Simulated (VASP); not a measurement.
# TlCl (Pm-3m) in VASP: a series of runs

The runs below take TlCl through single point, relaxation of cell and atoms, with r2SCAN, PBE+D3(BJ), PBE+D4, r2SCAN+rVV10, PBE.

Everything below comes from runs of VASP 6.6.1. Logs are shortened: lines on timing, memory, paths and dates and some standing lists are left out, and cuts for length are marked.

### Step 1. The cell of the first run

Symmetry: Pm-3m, No. 221, cubic system. Conventional cell: a = 3.794 Å, b = 3.794 Å, c = 3.794 Å, α = 90.00°, β = 90.00°, γ = 90.00°. Within 4.3 Å of Tl (site symmetry m-3m) lie 8 Cl at 3.29 Å and 6 Tl at 3.79 Å. Within 4.3 Å of Cl (site symmetry m-3m) lie 8 Tl at 3.29 Å and 6 Cl at 3.79 Å.

### Step 2. Single point, r2SCAN

File POSCAR:

```
TlCl
1.0
    3.7936346943      0.0000000000      0.0000000000
    0.0000000000      3.7936346943      0.0000000000
    0.0000000000      0.0000000000      3.7936346943
Tl Cl
1 1
Direct
    0.0000000000      0.0000000000      0.0000000000
    0.5000000000      0.5000000000      0.5000000000
```

File INCAR.step1:

```
ALGO = Normal
EDIFF = 1E-5
ENCUT = 550
GGA = PE
GGA_COMPAT = False
ISMEAR = 0
LASPH = True
LCHARG = False
LREAL = False
LWAVE = True
NBANDS = 17
NELM = 120
PREC = Accurate
SIGMA = 0.01
```

File INCAR.step2:

```
ALGO = Normal
EDIFF = 1E-6
ENCUT = 550
GGA_COMPAT = False
ISIF = 2
ISMEAR = 0
ISTART = 1
LASPH = True
LCHARG = True
LELF = True
LMIXTAU = True
LREAL = False
LVHAR = True
LWAVE = False
METAGGA = R2SCAN
NBANDS = 17
NELM = 120
PREC = Accurate
SIGMA = 0.01
```

File KPOINTS:

```
k-points
0
Gamma
  6 6 6
```

Potentials or basis: VASP PAW PBE potentials, release 64 (Tl_d, Cl).

Run with:

```
cat potpaw_PBE.64/Tl_d/POTCAR potpaw_PBE.64/Cl/POTCAR > POTCAR
cp INCAR.step1 INCAR
mpirun -np 1 vasp_std > vasp.out
cp INCAR.step2 INCAR
mpirun -np 1 vasp_std > vasp.out
```

OUTCAR:

```text
EDIFF = 1E-6
   ENCUT = 550
   ISIF = 2
   ISMEAR = 0
   ISTART = 1
   LASPH = True
   LREAL = False
   METAGGA = R2SCAN
   NELM = 120
   PREC = Accurate

 ion  position               nearest neighbor table
   1  0.000  0.000  0.000-   2 3.29   2 3.29   2 3.29   2 3.29   2 3.29   2 3.29   2 3.29   2 3.29

   2  0.500  0.500  0.500-   1 3.29   1 3.29   1 3.29   1 3.29   1 3.29   1 3.29   1 3.29   1 3.29

  LATTYP: Found a simple cubic cell.
 ALAT       =     3.7936346943

  Lattice vectors:

 A1 = (   3.7936346943,   0.0000000000,   0.0000000000)
 A2 = (   0.0000000000,   3.7936346943,   0.0000000000)
 A3 = (   0.0000000000,   0.0000000000,   3.7936346943)

Analysis of symmetry for initial positions (statically):
=====================================================================
 Subroutine PRICEL returns:
 Original cell was already a primitive cell.

 Routine SETGRP: Setting up the symmetry group for a
 simple cubic supercell.

 Subroutine GETGRP returns: Found 48 space group operations
 (whereof 48 operations were pure point group operations)
 out of a pool of 48 trial point group operations.

The static configuration has the point symmetry O_h .

Analysis of symmetry for dynamics (positions and initial velocities):
=====================================================================
 Subroutine PRICEL returns:
 Original cell was already a primitive cell.

 Routine SETGRP: Setting up the symmetry group for a
 simple cubic supercell.

 Subroutine GETGRP returns: Found 48 space group operations
 (whereof 48 operations were pure point group operations)
 out of a pool of 48 trial point group operations.

The dynamic configuration has the point symmetry O_h .

 Subroutine INISYM returns: Found 48 space group operations
 (whereof 48 operations are pure point group operations),
 and found     1 'primitive' translations

----------------------------------------------------------------------------------------

                                     Primitive cell

  volume of cell :      54.5967

  direct lattice vectors                    reciprocal lattice vectors
     3.793634694  0.000000000  0.000000000     0.263599445  0.000000000  0.000000000
     0.000000000  3.793634694  0.000000000     0.000000000  0.263599445  0.000000000
     0.000000000  0.000000000  3.793634694     0.000000000  0.000000000  0.263599445

  length of vectors
     3.793634694  3.793634694  3.793634694     0.263599445  0.263599445  0.263599445

  position of ions in fractional coordinates (direct lattice)
     0.000000000  0.000000000  0.000000000
     0.500000000  0.500000000  0.500000000

  ion indices of the primitive-cell ions
   primitive index   ion index
                 1           1
                 2           2

----------------------------------------------------------------------------------------

 KPOINTS: k-points

Automatic generation of k-mesh.
 Grid dimensions read from file:
 generate k-points for:    6    6    6

 Generating k-lattice:

  Cartesian coordinates                     Fractional coordinates (reciprocal lattice)
     0.043933241  0.000000000  0.000000000     0.166666667  0.000000000  0.000000000
     0.000000000  0.043933241  0.000000000     0.000000000  0.166666667  0.000000000
     0.000000000  0.000000000  0.043933241     0.000000000  0.000000000  0.166666667

  Length of vectors
     0.043933241  0.043933241  0.043933241

  Shift w.r.t. Gamma in fractional coordinates (k-lattice)
     0.000000000  0.000000000  0.000000000

 Subroutine IBZKPT returns following result:
 ===========================================

 Found     20 irreducible k-points:

 Following reciprocal coordinates:
            Coordinates               Weight
  0.000000  0.000000  0.000000      1.000000
  0.166667  0.000000  0.000000      6.000000
  0.333333  0.000000  0.000000      6.000000
  0.500000  0.000000  0.000000      3.000000
  0.166667  0.166667  0.000000     12.000000
  0.333333  0.166667  0.000000     24.000000
[... 12 lines left out ...]
  0.500000  0.500000  0.333333      6.000000
  0.500000  0.500000  0.500000      1.000000
   k-points           NKPTS =     20   k-points in BZ     NKDIM =     20   number of bands    NBANDS=     17
   number of dos      NEDOS =    301   number of ions     NIONS =      2
   total plane-waves  NPLWV =  27000
   dimension x,y,z NGX =    30 NGY =   30 NGZ =   30
   dimension x,y,z NGXF=    60 NGYF=   60 NGZF=   60
   ions per type =               1   1
   NGX,Y,Z   is equivalent  to a cutoff of  13.15, 13.15, 13.15 a.u.
   NGXF,Y,Z  is equivalent  to a cutoff of  26.29, 26.29, 26.29 a.u.
 SYSTEM =  unknown system
   PREC   = accura    normal or accurate (medium, high low for compatibility)
   ISTART =      1    job   : 0-new  1-cont  2-samecut
   ICHARG =      0    charge: 1-file 2-atom 10-const
   ISPIN  =      1    spin polarized calculation?
   LNONCOLLINEAR =      F non collinear calculations
   LSORBIT =      F    spin-orbit coupling
   LASPH  =      T    aspherical Exc in radial PAW
   ENCUT  =  550.0 eV  40.42 Ry    6.36 a.u.   7.25  7.25  7.25*2*pi/ulx,y,z
   NELM   =    120;   NELMIN=  2; NELMDL=  0     # of ELM steps
   EDIFF  = 0.1E-05   stopping-criterion for ELM
   LREAL  =      F    real-space projection
   EDIFFG = 0.1E-04   stopping-criterion for IOM
   NSW    =      0    number of steps for IOM
   IBRION =     -1    ionic relax: 0-MD 1-quasi-New 2-CG
   NFREE  =      0    steps in history (QN), initial steepest desc. (CG)
   ISIF   =      2    stress and relaxation
   ISYM   =      2    0-nonsym 1-usesym 2-fastsym
   POTIM  = 0.5000    time-step for ionic-motion
   TEBEG  =    0.0;   TEEND  =   0.0 temperature during run
   PSTRESS=    0.0 pullay stress
   NELECT =      20.0000    total number of electrons
   NUPDOWN=      -1.0000    fix difference up-down
   EMIN   =  10.00;   EMAX   =-10.00  energy-range for DOS
   EFERMI =   0.00;   METHOD = LEGACY
   ISMEAR =     0;   SIGMA  =   0.01  broadening in eV -4-tet -1-fermi 0-gaus
   EFERMI_NEDOS =   21; number of points for ismear=-14 and -15
   IALGO  =     38    algorithm
   IMIX   =      4    mixing-type and parameters
     AMIX     =   0.40;   BMIX     =  1.00
     AMIX_MAG =   1.60;   BMIX_MAG =  1.00
  volume/ion in A,a.u.               =      27.30       184.22
  Fermi-wavevector in a.u.,A,eV,Ry     =   1.171375  2.213578 18.668821  1.372120
  Thomas-Fermi vector in A             =   2.307820
   LORBIT       =      0    0 simple, 1 ext, 2 COOP (PROOUT), +10 PAW based schemes
   METAGGA = R2SCAN    functional components
   LHFCALC =     F    Hartree Fock is set to
   AEXX    =    0.0000 exact exchange contribution
   IVDW    =     0    specifies the selected vdW correction
   LEPSILON=     F    determine dielectric tensor
   LRPA    =     F    only Hartree local field effects (RPA)
 non-spin polarized calculation
 Gauss-broadening in eV      SIGMA  =   0.01
  energy-cutoff  :      550.00
  volume of cell :       54.60
 maximum number of plane-waves:      1628
 NGX is ok and might be reduce to    30
   NGX = 15   NGY = 15   NGZ = 15

 number of electron      20.0000006 magnetization

 Free energy of the ion-electron system (eV)
  ---------------------------------------------------
  ext. energy  EPLUGINS =         0.00000000
  ---------------------------------------------------
  free energy    TOTEN  =       -61.54293643 eV

  energy without entropy =      -61.54293643  energy(sigma->0) =      -61.54293643

 E-fermi :   2.8793     XC(G=0):  -9.7921

 val. band max:        2.7982503865   @ k =   0.5000   0.0000   0.0000
 cond. band min:       5.2245674600   @ k =   0.5000   0.0000   0.0000
 fundamental gap:      2.4263170735
 Fermi energy:         2.8792524436

 k-point     1 :       0.0000    0.0000    0.0000
  band No.  band energies     occupation
      1     -11.8291      2.00000
      2      -7.5624      2.00000
      3      -7.5624      2.00000
      4      -7.2885      2.00000
      5      -7.2885      2.00000
      6      -7.2885      2.00000
[... 9 lines left out ...]
     16      16.4458      0.00000
     17      17.7410      0.00000

 k-point     2 :       0.1667    0.0000    0.0000
  band No.  band energies     occupation
      1     -11.7636      2.00000
      2      -7.5585      2.00000
      3      -7.5142      2.00000
      4      -7.3115      2.00000
      5      -7.3115      2.00000
      6      -7.2864      2.00000
[... 9 lines left out ...]
     16      17.5999      0.00000
     17      17.6038      0.00000

 k-point     3 :       0.3333    0.0000    0.0000
  band No.  band energies     occupation
      1     -11.6257      2.00000
      2      -7.5505      2.00000
      3      -7.4221      2.00000
      4      -7.3567      2.00000
      5      -7.3567      2.00000
      6      -7.2822      2.00000
[... 9 lines left out ...]
     16      15.9048      0.00000
     17      17.6870      0.00000

 k-point     4 :       0.5000    0.0000    0.0000
  band No.  band energies     occupation
      1     -11.5530      2.00000
      2      -7.5465      2.00000
      3      -7.3793      2.00000
      4      -7.3789      2.00000
      5      -7.3789      2.00000
      6      -7.2801      2.00000
[... 9 lines left out ...]
     16      17.6684      0.00000
     17      17.7989      0.00000
[... 263 lines left out ...]
      1     -11.3235      2.00000
      2      -7.4632      2.00000
      3      -7.4289      2.00000
      4      -7.3835      2.00000
      5      -7.3037      2.00000
      6      -7.2483      2.00000
[... 9 lines left out ...]
     16      15.8889      0.00000
     17      20.2812      0.00000

 k-point    19 :       0.5000    0.5000    0.3333
  band No.  band energies     occupation
      1     -11.2741      2.00000
      2      -7.4587      2.00000
      3      -7.4587      2.00000
      4      -7.4432      2.00000
      5      -7.2752      2.00000
      6      -7.2159      2.00000
[... 9 lines left out ...]
     16      16.2833      0.00000
     17      20.4941      0.00000

 k-point    20 :       0.5000    0.5000    0.5000
  band No.  band energies     occupation
      1     -11.2172      2.00000
      2      -7.4924      2.00000
      3      -7.4924      2.00000
      4      -7.4924      2.00000
      5      -7.2147      2.00000
      6      -7.2147      2.00000
[... 9 lines left out ...]
     16      16.7188      0.00000
     17      20.6217      0.00000

------------------------ aborting loop because EDIFF is reached ----------------------------------------

  FORCE on cell =-STRESS in cart. coord.  units (eV):
  Direction    XX          YY          ZZ          XY          YZ          ZX
  --------------------------------------------------------------------------------------
  -------------------------------------------------------------------------------------
  Total        0.3518803      0.3518803      0.3518803      0.0000000      0.0000000      0.0000000
  in kB       10.3261638     10.3261638     10.3261638      0.0000000      0.0000000      0.0000000
  external PRESSURE =      10.3261638 kB  Pullay stress =       0.0000000 kB

 VOLUME and BASIS-vectors are now :
 -----------------------------------------------------------------------------
  energy-cutoff  :      550.00
  volume of cell :       54.60
      direct lattice vectors                 reciprocal lattice vectors
     3.793634694  0.000000000  0.000000000     0.263599445  0.000000000  0.000000000
     0.000000000  3.793634694  0.000000000     0.000000000  0.263599445  0.000000000
     0.000000000  0.000000000  3.793634694     0.000000000  0.000000000  0.263599445

 POSITION                                       TOTAL-FORCE (eV/Angst)
 -----------------------------------------------------------------------------------
      0.00000      0.00000      0.00000         0.000000      0.000000      0.000000
      1.89682      1.89682      1.89682         0.000000      0.000000      0.000000
 -----------------------------------------------------------------------------------
    total drift:                                0.000000      0.000000     -0.000000

  FREE ENERGIE OF THE ION-ELECTRON SYSTEM (eV)
  ---------------------------------------------------
  free  energy   TOTEN  =       -61.5429364317 eV

  energy  without entropy=      -61.5429364317  energy(sigma->0) =      -61.54293643
```

It took 2 min on 1 thread of Intel Xeon 8259CL, shared host; peak memory 0.18 GiB.

Results:

```yaml
Free_energy: -61.5429 eV
Pressure: 1.0 GPa
Band_gap_on_the_k_mesh: 2.43 eV
```

Levels at points of the mesh, in eV from the valence-band top:
```tsv
k point	band 6	band 7	band 8	band 9	band 10	band 11	band 12	band 13	band 14	band 15
(0.00, 0.00, 0.00)	-10.09	-4.59	-1.77	-1.77	-1.77	8.28	8.28	8.47	8.47	8.47
(0.50, 0.00, 0.00)	-10.08	-5.72	-1.31	-1.31	0.00	2.43	7.05	7.05	9.21	12.27
(0.50, 0.50, 0.00)	-10.02	-3.39	-3.30	-3.30	-1.27	5.33	5.33	9.05	9.11	12.08
(0.50, 0.50, 0.50)	-10.01	-2.29	-2.29	-2.29	-2.09	2.79	2.79	2.79	13.92	13.92
```

Caveat: the PAW data sets were made with another functional, which shifts forces and pressure a little; spin-orbit coupling is left out, which moves the levels of the heavy elements.

(Part 1 of 2 ends here.)
